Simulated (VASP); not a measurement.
Set up this calculation in VASP 6.6.1, as the native input.

```yaml
Task: single point
Functional: HSE06
Potentials_or_basis: VASP PAW PBE potentials, release 64 (Hg, Te)
Cutoff: 520 eV
k_mesh: 4 × 4 × 4
Occupations: fermi-dirac, width 0.02 eV
Spin: no spin polarisation
Dipole_correction: no
Grid_for_exact_exchange_PRECFOCK: Normal
Further_INCAR_settings: ALGO = Normal; EDIFF = 1e-07; NBANDS = 16
Screening_parameter: 0.2079 1/Å
```

Crystal: HgTe.

```xyz
2
Lattice="0.0000 3.4855 3.4855 3.4855 0.0000 3.4855 3.4855 3.4855 0.0000" Properties=species:S:1:pos:R:3 pbc="T T T"
Hg    0.0000    0.0000    0.0000
Te    1.7428    1.7428    1.7428
```

This cell differs from its parent crystal: strain +6.0%.

These files were run (other wordings do the same):

POSCAR

```
HgTe
1.0
    0.0000000000      3.4855206148      3.4855206148
    3.4855206148      0.0000000000      3.4855206148
    3.4855206148      3.4855206148      0.0000000000
Hg Te
1 1
Direct
    0.0000000000      0.0000000000      0.0000000000
    0.2500000000      0.2500000000      0.2500000000
```

INCAR.step1

```
ALGO = Normal ; EDIFF = 1E-5
ENCUT = 520 ; GGA = PE
ISIF = 2 ; ISMEAR = -1
LASPH = True ; LCHARG = False
LREAL = False ; LWAVE = True
NBANDS = 16 ; NELM = 60
PREC = Accurate ; SIGMA = 0.02
```

INCAR.step2

```
ALGO = Normal ; EDIFF = 1E-7
ENCUT = 520 ; GGA = PE
HFSCREEN = 0.2079 ; ISIF = 2
ISMEAR = -1 ; ISTART = 1
LASPH = True ; LCHARG = False
LHFCALC = True ; LREAL = False
LWAVE = False ; NBANDS = 16
NELM = 60 ; PREC = Accurate
PRECFOCK = Normal ; SIGMA = 0.02
```

KPOINTS

```
k-points
0
Gamma
  4 4 4
```

Potentials or basis: VASP PAW PBE potentials, release 64 (Hg, Te).

Run with:

```console
$ cat potpaw_PBE.64/Hg/POTCAR potpaw_PBE.64/Te/POTCAR > POTCAR
$ cp INCAR.step1 INCAR
$ mpirun -np 1 vasp_std > vasp.out
$ cp INCAR.step2 INCAR
$ mpirun -np 1 vasp_std > vasp.out
```

It gave:

- Pressure: -4.4 GPa
- Band gap on the k mesh: zero (filled and empty bands touch)

Caveat: the k points lie up to 0.39 Å⁻¹ apart; the cell differs from its parent crystal (strain +6.0%); the PAW data sets were made with another functional, which shifts forces and pressure a little; spin-orbit coupling is left out, which moves the levels of the heavy elements.

Run time: 25 min on 1 thread of Intel Xeon 6975P-C, on a shared host, peak memory 0.36 GiB.
